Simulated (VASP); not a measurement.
GaP, 2 atoms in the cell. Symmetry: F-43m, No. 216, cubic system. Conventional cell: a = 5.362 Å, b = 5.362 Å, c = 5.362 Å, α = 90.00°, β = 90.00°, γ = 90.00°. Ga (site symmetry -43m) has 4 P at 2.32 Å within 3.1 Å. Within 3.1 Å of P (site symmetry -43m) lie 4 Ga at 2.32 Å. 

- Program: VASP 6.6.1
- Task: elastic constants
- Functional: PBEsol
- Potentials or basis: VASP PAW PBE potentials, release 64 (Ga_d, P)
- Cutoff: 600 eV
- k mesh: 8 × 8 × 8
- Occupations: gaussian, width 0.01 eV
- Spin: no spin polarisation
- Dipole correction: no
- Ions in elastic constants: relaxed
- Further INCAR settings: ALGO = Normal; EDIFF = 1e-08; NBANDS = 16; IBRION = 6; POTIM = 0.015; NSW = 1; ISIF = 3

Potentials or basis: VASP PAW PBE potentials, release 64 (Ga_d, P).

Run with:

```sh
$ cat potpaw_PBE.64/Ga_d/POTCAR potpaw_PBE.64/P/POTCAR > POTCAR
$ mpirun -np 1 vasp_std > vasp.out
```

Hardware: 1 thread of Intel Xeon 8259CL, with other jobs on the host.

Task: Estimate the wall time of this run.

Result: Wall time 22 min on 1 thread of Intel Xeon 8259CL (shared host), peak memory 0.33 GiB. Counts: scf iterations 175, k points 29.
